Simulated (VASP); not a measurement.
Set up this calculation in VASP 6.6.1, as the native input.

| Property | Result |
| --- | --- |
| Task | single point |
| Functional | PBE |
| Potentials or basis | VASP PAW PBE potentials, release 64 (Ca_sv, O) |
| Cutoff | 520 eV |
| k mesh | 4 × 4 × 4 |
| Occupations | gaussian, width 0.1 eV |
| Spin | no spin polarisation |
| Dipole correction | no |
| Further INCAR settings | ALGO = Normal; EDIFF = 1e-07; NBANDS = 35 |

The structure of Ca2O lies in POSCAR:

```
Ca2O
1.0
    5.6123181406      0.0000000000      0.0000000000
    0.0000000000      5.6123181406      0.0000000000
    0.0000000000      0.0000000000      5.9578331403
Ca O
4 2
Direct
    0.2043569586      0.2043569586      0.0000000000
    0.7956430414      0.7956430414      0.0000000000
    0.7956430414      0.2043569586      0.5000000000
    0.2043569586      0.7956430414      0.5000000000
    0.0000000000      0.0000000000      0.7500000000
    0.0000000000      0.0000000000      0.2500000000
```

The cell was generated, and may not be a known phase.

One way to write it, as run:

INCAR

```
SYSTEM = Ca2O
PREC = Accurate
ENCUT = 520
EDIFF = 1E-7
ISMEAR = 0
SIGMA = 0.1
LREAL = .FALSE.
LASPH = .TRUE.
NELM = 80
ALGO = Normal
ISIF = 2
LWAVE = .FALSE.
LCHARG = .FALSE.
GGA = PE
NBANDS = 35
```

KPOINTS

```
Automatic mesh
0
G
  4 4 4
  0 0 0
```

Potentials or basis: VASP PAW PBE potentials, release 64 (Ca_sv, O).

The run is started by

```sh
$ cat potpaw_PBE.64/Ca_sv/POTCAR potpaw_PBE.64/O/POTCAR > POTCAR
$ mpirun -np 1 vasp_std > vasp.out
```

Results of the run:

```yaml
Pressure: 0.3 GPa
Largest_force: 0.084 eV/Å
Band_gap_on_the_k_mesh: zero (bands 26 and 27 overlap by 0.85 eV)
```

Wall time 69 s on 1 thread of Intel(R) Xeon(R) 6975P-C (Granite Rapids), on a shared host, peak memory 0.31 GiB.
